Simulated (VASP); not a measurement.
Wanted: the native input for a VASP 6.6.1 run.

- Task: single point
- Functional: PBE
- Potentials or basis: VASP PAW PBE potentials, release 64 (Sr_sv, Ti_sv, O)
- Cutoff: 520 eV
- k mesh: 6 × 6 × 6
- Occupations: gaussian, width 0.1 eV
- Spin: collinear spin, ferromagnetic start
- Starting moments: [0.0, 1.0, 0.0, 0.0, 0.0] μB
- Dipole correction: no
- Further INCAR settings: ALGO = Normal; EDIFF = 1e-06; NBANDS = 32

The structure of SrTiO3 lies in POSCAR:

```
SrTiO3
1.0
    3.9052800000      0.0000000000      0.0000000000
    0.0000000000      3.9052800000      0.0000000000
    0.0000000000      0.0000000000      3.9052800000
Sr Ti O
1 1 3
Direct
    0.5000000000      0.5000000000      0.5000000000
    0.0000000000      0.0000000000      0.0000000000
    0.5000000000      0.0000000000      0.0000000000
    0.0000000000      0.5000000000      0.0000000000
    0.0000000000      0.0000000000      0.5000000000
```

These files were run (other wordings do the same):

INCAR

```
SYSTEM = SrTiO3
ALGO = Normal
EDIFF = 1E-6
ENCUT = 520
GGA = PE
ISIF = 2
ISMEAR = 0
ISPIN = 2
LASPH = .True.
LCHARG = .True.
LELF = .True.
LMAXMIX = 4
LORBIT = 11
LREAL = .False.
LVHAR = .True.
LWAVE = .False.
MAGMOM = 0 1 0 0 0
NBANDS = 32
NELM = 150
PREC = Accurate
SIGMA = 0.1
```

KPOINTS

```
k-points
0
Gamma
  6 6 6
  0 0 0
```

Potentials or basis: VASP PAW PBE potentials, release 64 (Sr_sv, Ti_sv, O).

The run is started by

```console
$ cat potpaw_PBE.64/Sr_sv/POTCAR potpaw_PBE.64/Ti_sv/POTCAR potpaw_PBE.64/O/POTCAR > POTCAR
$ mpirun -np 1 vasp_std > vasp.out
```

Results of the run:

```
Pressure                                              : 4.9 GPa
Band gap on the k mesh                                : 1.86 eV, indirect (least direct gap 2.21 eV)
Net moment                                            : 0.00 μB per cell
Valence electrons inside the program's atomic spheres : Sr 8.00; Ti 10.31; O 5.06
```

It took 80 s on 1 thread of Intel(R) Xeon(R) Platinum 8259CL CPU @ 2.50GHz (Skylake/Cascade Lake) (shared host), peak memory 0.22 GiB.
